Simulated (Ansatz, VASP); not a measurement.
Cd: VASP beside Ansatz

```
Cd
1.0
     3.09073    0.00000    0.00000
    -1.54537    2.67665    0.00000
     0.00000    0.00000    5.45825
Cd
2
Cartesian
  0.0000 1.7844 4.0937
  1.5454 0.8922 1.3646
```

Alike in both runs: functional PBE; k mesh 8 × 8 × 4; occupations gaussian, width 0.05 eV; no spin polarisation.

Ansatz relaxed the structure, and its values are those at the end. VASP's run is a single point on that final structure, the one shown.

|  | VASP | Ansatz |
| --- | --- | --- |
| version | VASP 6.6.1 | Ansatz 0.2.0 |
| potentials or method | VASP PAW PBE potentials, release 64 (Cd), cutoff 520 eV | scalar-relativistic, plane waves, PAW |
| valence electrons in the cell | 24 | 40 |

VASP gave:

* gap on the k mesh at the Fermi level (eV): none
* pressure (GPa): 0.2

Problem. What did Ansatz give for the same quantities?

Solution. gap on the k mesh at the Fermi level (eV): none; pressure (GPa): 0.0.

A gap of «none» marks a metal or a gap that the smearing closes. VASP's potentials hold 24 valence electrons a cell and Ansatz's 40, so a difference there can come from the potentials and not from the codes.
